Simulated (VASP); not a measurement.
Runs of VASP 6.6.1 on CoSi2. The structure is that of space group I4/mmm (No. 139), or close to it. The cells are those of the table. 

| cell | gap on the mesh (eV) | pressure (GPa) |
| --- | --- | --- |
| a = 4.135, b = 4.135, c = 3.377 Å, angles 65.9, 65.9, 48.2°, 3 atoms | none | 5.8 |
| a = 3.692, b = 3.692, c = 4.117 Å, angles 56.1, 56.1, 67.8°, 3 atoms | none | 6.3 |
| a = 4.027, b = 4.027, c = 3.473 Å, angles 64.5, 64.5, 51.1°, 3 atoms | none | (b) |
| a = 3.713, b = 3.713, c = 4.001 Å, angles 57.4, 57.4, 65.2°, 3 atoms | none | (a) |
| a = 3.684, b = 3.684, c = 4.254 Å, angles 54.7, 54.7, 70.5°, 3 atoms | none | 14.8 |
| a = 3.939, b = 3.939, c = 3.567 Å, angles 63.1, 63.1, 53.8°, 3 atoms | none | 1.5 |

Alike in all rows: task single point; level PBE; potentials or basis VASP PAW PBE potentials, release 64 (Co, Si); no spin polarisation; k mesh 18 × 18 × 18; cutoff (eV) 520; smearing gaussian 0.15 eV.

Question: Estimate the missing entries.

Answer: (a) 2.1; (b) 3.2.

Caveats: the run has no spin polarisation, though such a crystal can be magnetic; the cell stands under pressure (at least some runs).

A gap of «none» marks levels without a gap at the run's occupations.
